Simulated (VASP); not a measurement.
# Al (P6_3/mmc) in VASP: a series of runs

Runs on Al. Level: LDA. Tasks: single point.

Everything below comes from runs of VASP 6.6.1. Logs are shortened: lines on timing, memory, paths and dates and some standing lists are left out, and cuts for length are marked.

### Step 1. The cell of the first run

The structure is hexagonal, space group P6_3/mmc (No. 194). The conventional cell has a = 2.827 Å, b = 2.827 Å, c = 9.186 Å, α = 90.00°, β = 90.00°, γ = 120.00°. Al (site symmetry -6m2) has 12 Al at 2.82 to 2.83 Å within 3.7 Å. Within 3.7 Å of Al (site symmetry -3m) lie 12 Al at 2.82 to 2.83 Å.

### Step 2. Single point, LDA

Input file INCAR:

```
  ALGO = Fast
  EDIFF = 1E-6
  ENCUT = 520
  GGA = CA
  ISIF = 2
  ISMEAR = -1
  LASPH = T
  LCHARG = T
  LELF = T
  LREAL = F
  LVHAR = T
  LWAVE = F
  NBANDS = 14
  NELM = 80
  PREC = Accurate
  SIGMA = 0.05
```

Input file KPOINTS:

```
k-points
0
Gamma
  11 11 3
```

Input file POSCAR:

```
Al
1.0
    2.8270770242      0.0000000000      0.0000000000
   -1.4135385121      2.4483205214      0.0000000000
    0.0000000000      0.0000000000      9.1859930700
Al
4
Direct
    0.6666666667      0.3333333333      0.7500000000
    0.0000000000      0.0000000000      0.5000000000
    0.3333333333      0.6666666667      0.2500000000
    0.0000000000      0.0000000000      0.0000000000
```

Potentials or basis: VASP PAW LDA potentials, release 64 (Al).

Started as:

```
cat potpaw_LDA.64/Al/POTCAR > POTCAR
mpirun -np 1 vasp_std > vasp.out
```

OUTCAR:

```text
EDIFF = 1E-6
   ENCUT = 520
   GGA = CA
   ISIF = 2
   ISMEAR = -1
   LASPH = T
   LREAL = F
   NELM = 80
   PREC = Accurate

 ion  position               nearest neighbor table
   1  0.667  0.333  0.750-   2 2.82   4 2.82   2 2.82   4 2.82   2 2.82   4 2.82
   2  0.000  0.000  0.500-   1 2.82   3 2.82   3 2.82   1 2.82   1 2.82   3 2.82
   3  0.333  0.667  0.250-   2 2.82   4 2.82   2 2.82   4 2.82   2 2.82   4 2.82
   4  0.000  0.000  0.000-   1 2.82   3 2.82   3 2.82   1 2.82   1 2.82   3 2.82

  LATTYP: Found a hexagonal cell.
 ALAT       =     2.8270770242
 C/A-ratio  =     3.2492899880

  Lattice vectors:

 A1 = (   2.8270770242,   0.0000000000,   0.0000000000)
 A2 = (  -1.4135385121,   2.4483205214,   0.0000000000)
 A3 = (   0.0000000000,   0.0000000000,   9.1859930700)

Analysis of symmetry for initial positions (statically):
=====================================================================
 Subroutine PRICEL returns:
 Original cell was already a primitive cell.

 Routine SETGRP: Setting up the symmetry group for a
 hexagonal supercell.

 Subroutine GETGRP returns: Found 24 space group operations
 (whereof 12 operations were pure point group operations)
 out of a pool of 24 trial point group operations.

The static configuration has the point symmetry D_3d.
 The point group associated with its full space group is D_6h.

Analysis of symmetry for dynamics (positions and initial velocities):
=====================================================================
 Subroutine PRICEL returns:
 Original cell was already a primitive cell.

 Routine SETGRP: Setting up the symmetry group for a
 hexagonal supercell.

 Subroutine GETGRP returns: Found 24 space group operations
 (whereof 12 operations were pure point group operations)
 out of a pool of 24 trial point group operations.

The dynamic configuration has the point symmetry D_3d.
 The point group associated with its full space group is D_6h.

 Subroutine INISYM returns: Found 24 space group operations
 (whereof 12 operations are pure point group operations),
 and found     1 'primitive' translations

----------------------------------------------------------------------------------------

                                     Primitive cell

  volume of cell :      63.5817

  direct lattice vectors                    reciprocal lattice vectors
     2.827077024  0.000000000  0.000000000     0.353722234  0.204221627  0.000000000
    -1.413538512  2.448320521  0.000000000     0.000000000  0.408443254  0.000000000
     0.000000000  0.000000000  9.185993070     0.000000000  0.000000000  0.108861393

  length of vectors
     2.827077024  2.827077024  9.185993070     0.408443254  0.408443254  0.108861393

  position of ions in fractional coordinates (direct lattice)
     0.666666667  0.333333333  0.750000000
     0.000000000  0.000000000  0.500000000
     0.333333333  0.666666667  0.250000000
     0.000000000  0.000000000  0.000000000

  ion indices of the primitive-cell ions
   primitive index   ion index
                 1           1
                 2           2
                 3           3
                 4           4

----------------------------------------------------------------------------------------

 KPOINTS: k-points

Automatic generation of k-mesh.
 Grid dimensions read from file:
 generate k-points for:   11   11    3

 Generating k-lattice:

  Cartesian coordinates                     Fractional coordinates (reciprocal lattice)
     0.032156567  0.018565602  0.000000000     0.090909091 -0.000000000  0.000000000
     0.000000000  0.037131205  0.000000000     0.000000000  0.090909091  0.000000000
     0.000000000  0.000000000  0.036287131     0.000000000  0.000000000  0.333333333

  Length of vectors
     0.037131205  0.037131205  0.036287131

  Shift w.r.t. Gamma in fractional coordinates (k-lattice)
     0.000000000  0.000000000  0.000000000

 Subroutine IBZKPT returns following result:
 ===========================================

 Found     32 irreducible k-points:

 Following reciprocal coordinates:
            Coordinates               Weight
  0.000000  0.000000  0.000000      1.000000
  0.090909  0.000000  0.000000      6.000000
  0.181818  0.000000  0.000000      6.000000
  0.272727  0.000000  0.000000      6.000000
  0.363636  0.000000  0.000000      6.000000
  0.454545 -0.000000  0.000000      6.000000
[... 16 lines left out ...]
  0.090909  0.090909  0.333333     12.000000
  0.181818  0.090909  0.333333     24.000000
 [... further k-points ...]
   k-points           NKPTS =     32   k-points in BZ     NKDIM =     32   number of bands    NBANDS=     14
   number of dos      NEDOS =    301   number of ions     NIONS =      4
   total plane-waves  NPLWV =  40320
   dimension x,y,z NGX =    24 NGY =   24 NGZ =   70
   dimension x,y,z NGXF=    48 NGYF=   48 NGZF=  140
   ions per type =               4
   NGX,Y,Z   is equivalent  to a cutoff of  14.11, 14.11, 12.67 a.u.
   NGXF,Y,Z  is equivalent  to a cutoff of  28.23, 28.23, 25.34 a.u.
 SYSTEM =  unknown system
   PREC   = accura    normal or accurate (medium, high low for compatibility)
   ISTART =      0    job   : 0-new  1-cont  2-samecut
   ICHARG =      2    charge: 1-file 2-atom 10-const
   ISPIN  =      1    spin polarized calculation?
   LNONCOLLINEAR =      F non collinear calculations
   LSORBIT =      F    spin-orbit coupling
   LASPH  =      T    aspherical Exc in radial PAW
   ENCUT  =  520.0 eV  38.22 Ry    6.18 a.u.   5.26  5.26 17.08*2*pi/ulx,y,z
   NELM   =     80;   NELMIN=  2; NELMDL= -5     # of ELM steps
   EDIFF  = 0.1E-05   stopping-criterion for ELM
   LREAL  =      F    real-space projection
   EDIFFG = 0.1E-04   stopping-criterion for IOM
   NSW    =      0    number of steps for IOM
   IBRION =     -1    ionic relax: 0-MD 1-quasi-New 2-CG
   NFREE  =      0    steps in history (QN), initial steepest desc. (CG)
   ISIF   =      2    stress and relaxation
   ISYM   =      2    0-nonsym 1-usesym 2-fastsym
   POTIM  = 0.5000    time-step for ionic-motion
   TEBEG  =    0.0;   TEEND  =   0.0 temperature during run
   PSTRESS=    0.0 pullay stress
   NELECT =      12.0000    total number of electrons
   NUPDOWN=      -1.0000    fix difference up-down
   EMIN   =  10.00;   EMAX   =-10.00  energy-range for DOS
   EFERMI =   0.00;   METHOD = LEGACY
   ISMEAR =    -1;   SIGMA  =   0.05  broadening in eV -4-tet -1-fermi 0-gaus
   EFERMI_NEDOS =   21; number of points for ismear=-14 and -15
   IALGO  =     68    algorithm
   IMIX   =      4    mixing-type and parameters
     AMIX     =   0.40;   BMIX     =  1.00
     AMIX_MAG =   1.60;   BMIX_MAG =  1.00
  volume/ion in A,a.u.               =      15.90       107.27
  Fermi-wavevector in a.u.,A,eV,Ry     =   0.939055  1.774557 11.997959  0.881825
  Thomas-Fermi vector in A             =   2.066329
   LORBIT       =      0    0 simple, 1 ext, 2 COOP (PROOUT), +10 PAW based schemes
   GGA     = CA    functional components
   LHFCALC =     F    Hartree Fock is set to
   AEXX    =    0.0000 exact exchange contribution
   IVDW    =     0    specifies the selected vdW correction
   LEPSILON=     F    determine dielectric tensor
   LRPA    =     F    only Hartree local field effects (RPA)
 non-spin polarized calculation
 RMM-DIIS sequential band-by-band and
  energy-cutoff  :      520.00
  volume of cell :       63.58
 maximum number of plane-waves:      1723
 NGX is ok and might be reduce to    24
   NGX = 11   NGY = 11   NGZ = 35

 number of electron      12.0000000 magnetization

 Free energy of the ion-electron system (eV)
  ---------------------------------------------------
  ext. energy  EPLUGINS =         0.00000000
  ---------------------------------------------------
  free energy    TOTEN  =       -16.75538766 eV

  energy without entropy =      -16.74273476  energy(sigma->0) =      -16.74906121

 E-fermi :   8.1872     XC(G=0): -10.4828

 val. band max:        8.1600408308   @ k =   0.2727   0.0909   0.0000
 cond. band min:       8.1872672765   @ k =   0.3636   0.0000   0.0000
 fundamental gap:      0.0272264457
 Fermi energy:         8.1871856408

 k-point     1 :       0.0000    0.0000    0.0000
  band No.  band energies     occupation
      1      -3.1766      2.00000
      2      -1.4384      2.00000
      3      -1.4370      2.00000
      4       3.5138      2.00000
      5       3.8025      2.00000
      6      11.7746      0.00000
      7      11.7891      0.00000
      8      18.9470      0.00000
      9      18.9470      0.00000
     10      19.1400      0.00000
     11      19.1400      0.00000
     12      20.1301      0.00000
     13      20.1335      0.00000
     14      20.3242      0.00000

 k-point     2 :       0.0909    0.0000    0.0000
  band No.  band energies     occupation
      1      -2.9732      2.00000
      2      -1.2376      2.00000
      3      -1.2363      2.00000
      4       3.7014      2.00000
      5       4.0007      2.00000
      6      11.9303      0.00000
      7      11.9548      0.00000
      8      16.0553      0.00000
      9      17.3161      0.00000
     10      17.4526      0.00000
     11      17.5411      0.00000
     12      18.7662      0.00000
     13      18.7805      0.00000
     14      18.8766      0.00000

 k-point     3 :       0.1818    0.0000    0.0000
  band No.  band energies     occupation
      1      -2.3649      2.00000
      2      -0.6368      2.00000
      3      -0.6359      2.00000
      4       4.2639      2.00000
      5       4.5882      2.00000
      6      12.0336      0.00000
      7      12.3673      0.00000
      8      13.0917      0.00000
      9      14.1301      0.00000
     10      14.3261      0.00000
     11      15.9352      0.00000
     12      17.3540      0.00000
     13      17.4118      0.00000
     14      17.4124      0.00000
[... 324 lines left out ...]
 k-point    23 :       0.0909    0.0909    0.3333
  band No.  band energies     occupation
      1      -2.3739      2.00000
      2      -1.7952      2.00000
      3       0.4948      2.00000
      4       2.1861      2.00000
      5       6.6171      2.00000
      6       9.2988      0.00000
      7      14.3995      0.00000
      8      14.5489      0.00000
      9      15.0458      0.00000
     10      15.0804      0.00000
     11      15.7954      0.00000
     12      17.1156      0.00000
     13      17.2060      0.00000
     14      18.5185      0.00000

 k-point    24 :       0.1818    0.0909    0.3333
  band No.  band energies     occupation
      1      -1.5670      2.00000
      2      -0.9918      2.00000
      3       1.2839      2.00000
      4       2.9629      2.00000
      5       7.3418      2.00000
      6       9.8964      0.00000
      7      11.3725      0.00000
      8      11.8667      0.00000
      9      13.2894      0.00000
     10      13.5239      0.00000
     11      14.2192      0.00000
     12      15.3622      0.00000
     13      15.8538      0.00000
     14      16.7049      0.00000

 [... further k-points ...]
[... 5 lines left out ...]
  --------------------------------------------------------------------------------------
  -------------------------------------------------------------------------------------
  Total       -0.2369350     -0.2369350      0.5482030      0.0000000      0.0000000      0.0000000
  in kB       -5.9704593     -5.9704593     13.8140150      0.0000000      0.0000000      0.0000000
  external PRESSURE =       0.6243655 kB  Pullay stress =       0.0000000 kB

 VOLUME and BASIS-vectors are now :
 -----------------------------------------------------------------------------
  energy-cutoff  :      520.00
  volume of cell :       63.58
      direct lattice vectors                 reciprocal lattice vectors
     2.827077024  0.000000000  0.000000000     0.353722234  0.204221627  0.000000000
    -1.413538512  2.448320521  0.000000000     0.000000000  0.408443254  0.000000000
     0.000000000  0.000000000  9.185993070     0.000000000  0.000000000  0.108861393

 POSITION                                       TOTAL-FORCE (eV/Angst)
 -----------------------------------------------------------------------------------
      1.41354      0.81611      6.88949         0.000000     -0.000000      0.000000
      0.00000      0.00000      4.59300        -0.000000      0.000000     -0.000000
     -0.00000      1.63221      2.29650        -0.000000      0.000000     -0.000000
      0.00000      0.00000      0.00000         0.000000      0.000000     -0.000000
 -----------------------------------------------------------------------------------
    total drift:                               -0.000000      0.000000      0.000000

  FREE ENERGIE OF THE ION-ELECTRON SYSTEM (eV)
  ---------------------------------------------------
  free  energy   TOTEN  =       -16.7553876595 eV

  energy  without entropy=      -16.7427347587  energy(sigma->0) =      -16.74906121
```

Wall time 24 s (1 thread of Intel Xeon 6975P-C, shared host); peak memory 0.16 GiB.

Results:

* Free energy: -16.7554 eV
* Pressure: 0.1 GPa
* Band gap on the k mesh: zero (band 6 reaches 12.18 eV, above the bottom of band 7 at 6.23 eV)

Stress tensor (GPa, compression positive):
```
-0.60  0.00  0.00
 0.00 -0.60  0.00
 0.00  0.00  1.38
```

### Step 3. Single point, LDA

This run uses another cell than the first one, of 16.21 Å³/atom, 1.020 times its volume.

Input file INCAR:

```
SYSTEM = Al
PREC     = Accurate       ! precision mode
ENCUT    = 520            ! plane-wave cutoff, eV
EDIFF    = 1E-6           ! SCF threshold, eV
ISMEAR   = -1             ! smearing method
SIGMA    = 0.05           ! smearing width, eV
LREAL    = .FALSE.        ! projectors in reciprocal space
LASPH    = .TRUE.         ! aspherical terms in the spheres
NELM     = 100            ! most SCF steps
ALGO     = Normal         ! electronic algorithm
ISIF     = 2              ! what is computed and relaxed
LWAVE    = .FALSE.        ! write WAVECAR
LCHARG   = .FALSE.        ! write CHGCAR
GGA      = CA             ! functional
NBANDS   = 14             ! bands
```

Input file KPOINTS:

```
Automatic mesh
0
G
  11 11 3
  0 0 0
```

Input file POSCAR:

```
Al
1.0
    2.8457999342      0.0000000000      0.0000000000
   -1.4228999671      2.4645350371      0.0000000000
    0.0000000000      0.0000000000      9.2468292341
Al
4
Direct
    0.6666666667      0.3333333333      0.7500000000
    0.0000000000      0.0000000000      0.5000000000
    0.3333333333      0.6666666667      0.2500000000
    0.0000000000      0.0000000000      0.0000000000
```

Potentials or basis: VASP PAW LDA potentials, release 64 (Al).

Started as:

```
cat potpaw_LDA.64/Al/POTCAR > POTCAR
mpirun -np 1 vasp_std > vasp.out
```

Wall time 17 s (1 thread of Intel Xeon 6975P-C, shared host); peak memory 0.16 GiB.

It converged, with:

```yaml
Free_energy: -16.7496 eV
Pressure: -1.5 GPa
Band_gap_on_the_k_mesh: zero (band 6 reaches 11.93 eV, above the bottom of band 7 at 6.04 eV)
```

Stress tensor (GPa, compression positive):
```
-2.10  0.00  0.00
 0.00 -2.10  0.00
 0.00  0.00 -0.28
```

Levels at points of the mesh, in eV from the Fermi level:
```csv
k point,band 4,band 5,band 6,band 7,band 8,band 9
"(0.00, 0.00, 0.00)",-4.59,-4.35,3.55,3.56,10.61,10.61
```

### Step 4. Single point, LDA

This run uses another cell than the first one, of 16.53 Å³/atom, 1.040 times its volume.

Input file INCAR:

```
SYSTEM = Al
PREC = Accurate
ENCUT = 520
EDIFF = 1E-6
ISMEAR = -1
SIGMA = 0.05
LREAL = .FALSE.
LASPH = .TRUE.
NELM = 80
ALGO = Normal
ISIF = 2
LWAVE = .FALSE.
LCHARG = .FALSE.
NBANDS = 14
```

Input file KPOINTS:

```
regular mesh
0
G
  11 11 3
  0 0 0
```

Input file POSCAR:

```
Al
1.0
    2.8642796724      0.0000000000      0.0000000000
   -1.4321398362      2.4805389598      0.0000000000
    0.0000000000      0.0000000000      9.3068752623
Al
4
Direct
    0.6666666667      0.3333333333      0.7500000000
    0.0000000000      0.0000000000      0.5000000000
    0.3333333333      0.6666666667      0.2500000000
    0.0000000000      0.0000000000      0.0000000000
```

Started as:

```
cat potpaw_LDA.64/Al/POTCAR > POTCAR
mpirun -np 1 vasp_std > vasp.out
```

It took 16 s on 1 thread of Intel Xeon 6975P-C, shared host; peak memory 0.16 GiB.

The run converged. Its results:

```yaml
Free_energy: -16.7321 eV
Pressure: -2.9 GPa
Band_gap_on_the_k_mesh: zero (band 6 reaches 11.69 eV, above the bottom of band 7 at 5.88 eV)
```

Stress tensor (GPa, compression positive):
```
-3.44  0.00  0.00
 0.00 -3.44  0.00
 0.00  0.00 -1.83
```

Levels at points of the mesh, in eV from the Fermi level:
| k point | band 2 | band 3 | band 4 | band 5 | band 6 | band 7 | band 8 | band 9 | band 10 | band 11 |
| --- | --- | --- | --- | --- | --- | --- | --- | --- | --- | --- |
| (0.00, 0.00, 0.00) | -9.39 | -9.39 | -4.51 | -4.32 | 3.51 | 3.53 | 10.45 | 10.45 | 10.69 | 10.69 |

### Step 5. Summary

| cell | gap on the mesh (eV) | pressure (GPa) |
| --- | --- | --- |
| a = 2.827, b = 2.827, c = 9.186 Å, angles 90.0, 90.0, 120.0°, 4 atoms | none | 0.1 |
| a = 2.846, b = 2.846, c = 9.247 Å, angles 90.0, 90.0, 120.0°, 4 atoms | none | -1.5 |
| a = 2.864, b = 2.864, c = 9.307 Å, angles 90.0, 90.0, 120.0°, 4 atoms | none | -2.9 |

Alike in all rows: task single point; level LDA; potentials or basis VASP PAW LDA potentials, release 64 (Al); no spin polarisation; k mesh 11 × 11 × 3; cutoff (eV) 520; smearing fermi-dirac 0.05 eV.

Absolute energies hang on the potentials; compare differences alone.
